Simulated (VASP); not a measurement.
# LiH in VASP: further runs, part 2 of 2

VASP 6.6.1. The steps go on from the part before.

**4. Single point, r2SCAN (strain +5.0%)**

POSCAR reads:

```
LiH
1.0
    0.0000000000      2.0985961725      2.0985961725
    2.0985961725      0.0000000000      2.0985961725
    2.0985961725      2.0985961725      0.0000000000
Li H
1 1
Direct
    0.0000000000      0.0000000000      0.0000000000
    0.5000000000      0.5000000000      0.5000000000
```

INCAR.step1 reads:

```
SYSTEM = LiH
PREC = Accurate
ENCUT = 520
ISMEAR = 0
SIGMA = 0.01
LREAL = .False.
LASPH = .True.
NELM = 80
NBANDS = 9
GGA = PE
ALGO = Normal
EDIFF = 1E-4
LWAVE = .True.
LCHARG = .False.
```

INCAR.step2 reads:

```
SYSTEM = LiH
PREC = Accurate
ENCUT = 520
EDIFF = 1E-6
ISMEAR = 0
SIGMA = 0.01
LREAL = .False.
LASPH = .True.
NELM = 80
ALGO = Normal
ISIF = 2
LWAVE = .False.
LCHARG = .True.
METAGGA = R2SCAN
LMIXTAU = .True.
LELF = .True.
LVHAR = .True.
NBANDS = 9
ISTART = 1
```

KPOINTS reads:

```
Automatic mesh
0
Gamma
  10 10 10
  0 0 0
```

Potentials or basis: VASP PAW PBE potentials, release 64 (Li_sv, H).

Started as:

```console
cat potpaw_PBE.64/Li_sv/POTCAR potpaw_PBE.64/H/POTCAR > POTCAR
cp INCAR.step1 INCAR
mpirun -np 1 vasp_std > vasp.out
cp INCAR.step2 INCAR
mpirun -np 1 vasp_std > vasp.out
```

OUTCAR:

```text
SYSTEM = LiH
   PREC = Accurate
   ENCUT = 520
   EDIFF = 1E-6
   ISMEAR = 0
   LREAL = .False.
   LASPH = .True.
   NELM = 80
   ISIF = 2
   METAGGA = R2SCAN
   ISTART = 1

 ion  position               nearest neighbor table
   1  0.000  0.000  0.000-
   2  0.500  0.500  0.500-

  LATTYP: Found a face centered cubic cell.
 ALAT       =     4.1971923450

  Lattice vectors:

 A1 = (   0.0000000000,   2.0985961725,   2.0985961725)
[... 464 lines left out ...]
      2      -2.7621      2.00000
      3       6.1539      0.00000
      4       9.9484      0.00000
      5      11.2031      0.00000
      6      15.4948      0.00000
      7      16.8126      0.00000
      8      27.8461      0.00000
      9      28.6172      0.00000

 [... further k-points ...]
[... 5 lines left out ...]
  --------------------------------------------------------------------------------------
  -------------------------------------------------------------------------------------
  Total       -0.5017998     -0.5017998     -0.5017998      0.0000000      0.0000000      0.0000000
  in kB      -43.4935055    -43.4935055    -43.4935055      0.0000000      0.0000000      0.0000000
  external PRESSURE =     -43.4935055 kB  Pullay stress =       0.0000000 kB

 VOLUME and BASIS-vectors are now :
 -----------------------------------------------------------------------------
  energy-cutoff  :      520.00
  volume of cell :       18.48
      direct lattice vectors                 reciprocal lattice vectors
     0.000000000  2.098596173  2.098596173    -0.238254509  0.238254509  0.238254509
     2.098596173  0.000000000  2.098596173     0.238254509 -0.238254509  0.238254509
     2.098596173  2.098596173  0.000000000     0.238254509  0.238254509 -0.238254509

 POSITION                                       TOTAL-FORCE (eV/Angst)
 -----------------------------------------------------------------------------------
      0.00000      0.00000      0.00000        -0.000000      0.000000      0.000000
      2.09860      2.09860      2.09860         0.000000     -0.000000     -0.000000
 -----------------------------------------------------------------------------------
    total drift:                                0.000000     -0.000000     -0.000000

  FREE ENERGIE OF THE ION-ELECTRON SYSTEM (eV)
  ---------------------------------------------------
  free  energy   TOTEN  =        -6.7810580379 eV

  energy  without entropy=       -6.7810580379  energy(sigma->0) =       -6.78105804
```

OUTCAR.step1:

```text
SYSTEM = LiH
   PREC = Accurate
   ENCUT = 520
   ISMEAR = 0
   LREAL = .False.
   LASPH = .True.
[... 510 lines left out ...]
      0.00000      0.00000      0.00000        -0.000000     -0.000000     -0.000000
      2.09860      2.09860      2.09860         0.000000      0.000000      0.000000
 -----------------------------------------------------------------------------------
    total drift:                                0.000000     -0.000000     -0.000000

  FREE ENERGIE OF THE ION-ELECTRON SYSTEM (eV)
  ---------------------------------------------------
  free  energy   TOTEN  =        -6.0940836904 eV

  energy  without entropy=       -6.0940836904  energy(sigma->0) =       -6.09408369
```

OSZICAR.step1:

```text
N       E                     dE             d eps       ncg     rms          rms(c)
DAV:   1    -0.143457586025E+01   -0.14346E+01   -0.13943E+03   854   0.398E+02
DAV:   2    -0.624842702172E+01   -0.48139E+01   -0.47881E+01  1194   0.545E+01
DAV:   3    -0.633065286342E+01   -0.82226E-01   -0.82191E-01  1043   0.600E+00
DAV:   4    -0.633092021592E+01   -0.26735E-03   -0.26733E-03  1186   0.353E-01
DAV:   5    -0.633092128654E+01   -0.10706E-05   -0.10706E-05  1076   0.176E-02    0.281E+00
DAV:   6    -0.614907542875E+01    0.18185E+00   -0.16261E-01   920   0.120E+00    0.139E+00
DAV:   7    -0.609202303424E+01    0.57052E-01   -0.19662E-01   985   0.151E+00    0.222E-01
DAV:   8    -0.609415581790E+01   -0.21328E-02   -0.54254E-03   979   0.461E-01    0.445E-02
DAV:   9    -0.609408369040E+01    0.72127E-04   -0.18449E-04  1059   0.481E-02
   1 F= -.60940837E+01 E0= -.60940837E+01  d E =0.000000E+00
```

Wall time 44 s (1 thread of Intel Xeon 8259CL, shared host); peak memory 0.14 GiB.

What came out:

```yaml
Free_energy: -6.7811 eV
Band_gap_on_the_k_mesh: 3.65 eV, direct
```

Levels at points of the mesh, in eV from the valence-band top:
```csv
k point,band 1,band 2,band 3,band 4,band 5
"(0.00, 0.00, 0.00)",-45.88,-4.94,15.83,17.93,17.93
"(0.50, 0.00, 0.00)",-45.86,-2.27,5.31,13.73,16.83
"(0.50, 0.50, 0.00)",-45.85,0.00,3.65,11.04,11.04
```

Caveat: the cell differs from its parent crystal (strain +5.0%); the cutoff is under 1.25 times the usual one of these potentials, so pressure, stress and relaxed cells hold a basis-set (Pulay) error; the PAW data sets were made with another functional, which shifts forces and pressure a little.

**5. Single point, r2SCAN (biaxial xy strain -3.6%)**

POSCAR reads:

```
LiH
1.0
    0.0000000000      1.9271272157      1.9984726907
    1.9271272157      0.0000000000      1.9984726907
    1.9271272157      1.9271272157      0.0000000000
Li H
1 1
Direct
    0.0000000000      0.0000000000      0.0000000000
    0.5000000000      0.5000000000      0.5000000000
```

INCAR.step1 reads:

```
SYSTEM = LiH
PREC = Accurate
ENCUT = 520
ISMEAR = 0
SIGMA = 0.01
LREAL = .FALSE.
LASPH = .TRUE.
NELM = 60
NBANDS = 9
GGA = PE
ALGO = Normal
EDIFF = 1E-4
LWAVE = .TRUE.
LCHARG = .FALSE.
```

INCAR.step2 reads:

```
SYSTEM = LiH
PREC = Accurate
ENCUT = 520
EDIFF = 1E-6
ISMEAR = 0
SIGMA = 0.01
LREAL = .FALSE.
LASPH = .TRUE.
NELM = 60
ALGO = Normal
ISIF = 2
LWAVE = .FALSE.
LCHARG = .FALSE.
METAGGA = R2SCAN
LMIXTAU = .TRUE.
NBANDS = 9
ISTART = 1
```

KPOINTS reads:

```
regular mesh
0
G
  10 10 10
  0 0 0
```

Started as:

```console
cat potpaw_PBE.64/Li_sv/POTCAR potpaw_PBE.64/H/POTCAR > POTCAR
cp INCAR.step1 INCAR
mpirun -np 1 vasp_std > vasp.out
cp INCAR.step2 INCAR
mpirun -np 1 vasp_std > vasp.out
```

It took 79 s on 1 thread of Intel Xeon 8259CL, shared host; peak memory 0.14 GiB.

The run converged. Its results:

* Free energy: -6.8026 eV
* Band gap on the k mesh: 3.08 eV, indirect (least direct gap 3.37 eV)

Levels at points of the mesh, in eV from the valence-band top:
```
           k point  band 1  band 2  band 3  band 4  band 5
(0.00, 0.00, 0.00)  -45.75   -5.86   18.62   20.09   20.09
(0.50, 0.00, 0.00)  -45.69   -2.98    5.79   15.50   18.60
(0.50, 0.50, 0.00)  -45.68   -0.29    3.08   12.52   12.52
(0.50, 0.00, 0.50)  -45.67    0.00    3.62   11.70   12.04
```

Caveat: the cell differs from its parent crystal (biaxial xy strain -3.6%); the cutoff is under 1.25 times the usual one of these potentials, so pressure, stress and relaxed cells hold a basis-set (Pulay) error; the PAW data sets were made with another functional, which shifts forces and pressure a little. A k mesh can miss the band edges.

**6. Single point, HSE06 (strain +5.0%)**

POSCAR reads:

```
LiH
1.0
    0.0000000000      2.0985961725      2.0985961725
    2.0985961725      0.0000000000      2.0985961725
    2.0985961725      2.0985961725      0.0000000000
Li H
1 1
Direct
    0.0000000000      0.0000000000      0.0000000000
    0.5000000000      0.5000000000      0.5000000000
```

INCAR.step1 reads:

```
SYSTEM = LiH
ALGO = Normal ; EDIFF = 1E-5
ENCUT = 520 ; GGA = PE
ISIF = 2 ; ISMEAR = 0
LASPH = .True. ; LCHARG = .False.
LREAL = .False. ; LWAVE = .True.
NBANDS = 9 ; NELM = 80
PREC = Accurate ; SIGMA = 0.01
```

INCAR.step2 reads:

```
SYSTEM = LiH
ALGO = Normal ; EDIFF = 1E-6
ENCUT = 520 ; GGA = PE
HFSCREEN = 0.2079 ; ISIF = 2
ISMEAR = 0 ; ISTART = 1
LASPH = .True. ; LCHARG = .False.
LHFCALC = .True. ; LREAL = .False.
LWAVE = .False. ; NBANDS = 9
NELM = 80 ; PREC = Accurate
PRECFOCK = Normal ; SIGMA = 0.01
```

KPOINTS reads:

```
k-points
0
Gamma
  8 8 8
  0 0 0
```

Potentials or basis: VASP PAW PBE potentials, release 64 (Li_sv, H).

Started as:

```console
cat potpaw_PBE.64/Li_sv/POTCAR potpaw_PBE.64/H/POTCAR > POTCAR
cp INCAR.step1 INCAR
mpirun -np 1 vasp_std > vasp.out
cp INCAR.step2 INCAR
mpirun -np 1 vasp_std > vasp.out
```

Run time: 12 min. Hardware: 1 thread of Intel Xeon 8259CL, shared host; peak memory 0.25 GiB.

The run converged. Its results:

- Free energy: -6.7467 eV
- Band gap on the k mesh: 4.03 eV, direct

Levels at points of the mesh, in eV from the valence-band top:
| k point | band 1 | band 2 | band 3 | band 4 | band 5 |
| --- | --- | --- | --- | --- | --- |
| (0.00, 0.00, 0.00) | -47.46 | -5.50 | 16.15 | 18.06 | 18.06 |
| (0.50, 0.00, 0.00) | -47.43 | -2.47 | 5.61 | 14.04 | 16.75 |
| (0.50, 0.50, 0.00) | -47.42 | 0.00 | 4.03 | 11.47 | 11.47 |

Caveat: the cell differs from its parent crystal (strain +5.0%); the cutoff is under 1.25 times the usual one of these potentials, so pressure, stress and relaxed cells hold a basis-set (Pulay) error; the PAW data sets were made with another functional, which shifts forces and pressure a little. A k mesh can miss the band edges.

**7. Single point, HSE06 (biaxial xy strain -3.6%)**

POSCAR reads:

```
LiH
1.0
    0.0000000000      1.9271272157      1.9984726907
    1.9271272157      0.0000000000      1.9984726907
    1.9271272157      1.9271272157      0.0000000000
Li H
1 1
Direct
    0.0000000000      0.0000000000      0.0000000000
    0.5000000000      0.5000000000      0.5000000000
```

INCAR.step1 reads:

```
ALGO = Normal
EDIFF = 1E-5
ENCUT = 520
GGA = PE
ISIF = 2
ISMEAR = 0
LASPH = True
LCHARG = False
LREAL = False
LWAVE = True
NBANDS = 9
NELM = 60
PREC = Accurate
SIGMA = 0.01
```

INCAR.step2 reads:

```
ALGO = Normal
EDIFF = 1E-6
ENCUT = 520
GGA = PE
HFSCREEN = 0.2079
ISIF = 2
ISMEAR = 0
ISTART = 1
LASPH = True
LCHARG = False
LHFCALC = True
LREAL = False
LWAVE = False
NBANDS = 9
NELM = 60
PREC = Accurate
PRECFOCK = Normal
SIGMA = 0.01
```

KPOINTS reads:

```
k-points
0
Gamma
  8 8 8
```

Started as:

```console
cat potpaw_PBE.64/Li_sv/POTCAR potpaw_PBE.64/H/POTCAR > POTCAR
cp INCAR.step1 INCAR
mpirun -np 1 vasp_std > vasp.out
cp INCAR.step2 INCAR
mpirun -np 1 vasp_std > vasp.out
```

It took 11 min on 1 thread of Intel Xeon 8259CL, shared host; peak memory 0.24 GiB.

It converged, with:

| Item | Value |
| --- | --- |
| Free energy | -6.7743 eV |
| Band gap on the k mesh | 3.46 eV, indirect (least direct gap 3.78 eV) |

Levels at points of the mesh, in eV from the valence-band top:
```tsv
k point	band 1	band 2	band 3	band 4	band 5	band 6	band 7
(0.00, 0.00, 0.00)	-47.33	-6.53	18.93	20.14	20.14	20.45	24.90
(0.50, 0.00, 0.00)	-47.26	-3.24	6.08	15.80	18.46	19.08	20.92
(0.50, 0.50, 0.00)	-47.24	-0.32	3.46	12.93	12.93	16.14	20.31
(0.50, 0.00, 0.50)	-47.24	0.00	3.99	12.14	12.47	15.53	19.97
```

Caveat: the cell differs from its parent crystal (biaxial xy strain -3.6%); the cutoff is under 1.25 times the usual one of these potentials, so pressure, stress and relaxed cells hold a basis-set (Pulay) error; the PAW data sets were made with another functional, which shifts forces and pressure a little. A k mesh can miss the band edges.

**8. Overview**

| level | cell | k mesh | smearing | grid for exact exchange (PRECFOCK) | screening parameter | gap on the mesh (eV) |
| --- | --- | --- | --- | --- | --- | --- |
| PBE | a = 2.968 Å, angles 60.0°, 2 atoms | 10 × 10 × 10 | fermi-dirac 0.02 eV | - | - | 3.06 |
| PBE | a = 2.776, b = 2.776, c = 2.725 Å, angles 60.6, 60.6, 58.8°, 2 atoms | 10 × 10 × 10 | fermi-dirac 0.02 eV | - | - | 2.48 |
| r2SCAN | a = 2.968 Å, angles 60.0°, 2 atoms | 10 × 10 × 10 | gaussian 0.01 eV | - | - | 3.65 |
| r2SCAN | a = 2.776, b = 2.776, c = 2.725 Å, angles 60.6, 60.6, 58.8°, 2 atoms | 10 × 10 × 10 | gaussian 0.01 eV | - | - | 3.08 |
| HSE06 | a = 2.968 Å, angles 60.0°, 2 atoms | 8 × 8 × 8 | gaussian 0.01 eV | Normal | 0.2079 1/Å | 4.03 |
| HSE06 | a = 2.776, b = 2.776, c = 2.725 Å, angles 60.6, 60.6, 58.8°, 2 atoms | 8 × 8 × 8 | gaussian 0.01 eV | Normal | 0.2079 1/Å | 3.46 |

Alike in all rows: task single point; potentials or basis VASP PAW PBE potentials, release 64 (Li_sv, H); no spin polarisation; cutoff (eV) 520.

Caveats: the cutoff is under 1.25 times the usual one of these potentials, so pressure, stress and relaxed cells hold a basis-set (Pulay) error; the PAW data sets were made with another functional, which shifts forces and pressure a little (some runs).

Total energies depend on the potentials used, so only differences within one code and one set of settings carry meaning.
